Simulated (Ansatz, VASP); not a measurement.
InP: VASP beside Ansatz

```
CELL_PARAMETERS angstrom
0.00000 3.03848 3.03848
3.03848 0.00000 3.03848
3.03848 3.03848 0.00000
ATOMIC_POSITIONS crystal
In 0.00000 0.00000 0.00000
P 0.25000 0.25000 0.25000
```

Alike in both runs: task single point; functional PBE; k mesh 10 × 10 × 10; occupations gaussian, width 0.02 eV; no spin polarisation.

|  | VASP | Ansatz |
| --- | --- | --- |
| version | VASP 6.6.1 | Ansatz 0.2.0 |
| potentials or method | VASP PAW PBE potentials, release 64 (In_d, P), cutoff 520 eV | scalar-relativistic, plane waves, PAW |
| valence electrons in the cell | 18 | 18 |

```csv
,VASP,Ansatz,Ansatz less VASP
gap on the k mesh at the Fermi level (eV),0.12,0.12,+0.003
least direct gap on the mesh (eV),0.12,0.12,+0.003
pressure (GPa),-3.1,-3.0,+0.03
```

With one functional, cell and mesh, what is left measures potentials, basis and numerics.
